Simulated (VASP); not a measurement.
Set up this calculation in VASP 6.6.1, as the native input.

```yaml
Task: single point
Functional: PBE
Potentials_or_basis: VASP PAW PBE potentials, release 64 (C)
Cutoff: 600 eV
k_mesh: 3 × 3 × 3
Occupations: gaussian, width 0.01 eV
Spin: no spin polarisation
Dipole_correction: no
Further_INCAR_settings: ALGO = Normal; EDIFF = 1e-06; NBANDS = 11
```

The structure of C lies in POSCAR:

```
C
1.0
    0.0000000000      1.8184794700      1.8184794700
    1.8184794700      0.0000000000      1.8184794700
    1.8184794700      1.8184794700      0.0000000000
C
2
Direct
    0.0000000000      0.0000000000      0.0000000000
    0.2500000000      0.2500000000      0.2500000000
```

The input as run:

INCAR

```
  PREC = Accurate
  ENCUT = 600
  EDIFF = 1E-6
  ISMEAR = 0
  SIGMA = 0.01
  LREAL = F
  LASPH = T
  NELM = 120
  ALGO = Normal
  ISIF = 2
  LWAVE = F
  LCHARG = F
  GGA = PE
  NBANDS = 11
  GGA_COMPAT = F
```

KPOINTS

```
regular mesh
0
Gamma
  3 3 3
```

Potentials or basis: VASP PAW PBE potentials, release 64 (C).

The run is started by

```console
$ cat potpaw_PBE.64/C/POTCAR > POTCAR
$ mpirun -np 1 vasp_std > vasp.out
```

It gave:

```
Pressure               : -16.9 GPa
Band gap on the k mesh : 3.98 eV (least direct gap 5.40 eV)
```

Caveat: the k points lie up to 1.00 Å⁻¹ apart; an odd mesh through Γ misses points on the zone boundary, where band edges can lie.

Wall time 2.7 s on 1 thread of Intel(R) Xeon(R) Platinum 8259CL CPU @ 2.50GHz (Skylake/Cascade Lake), on a shared host, peak memory 0.12 GiB.
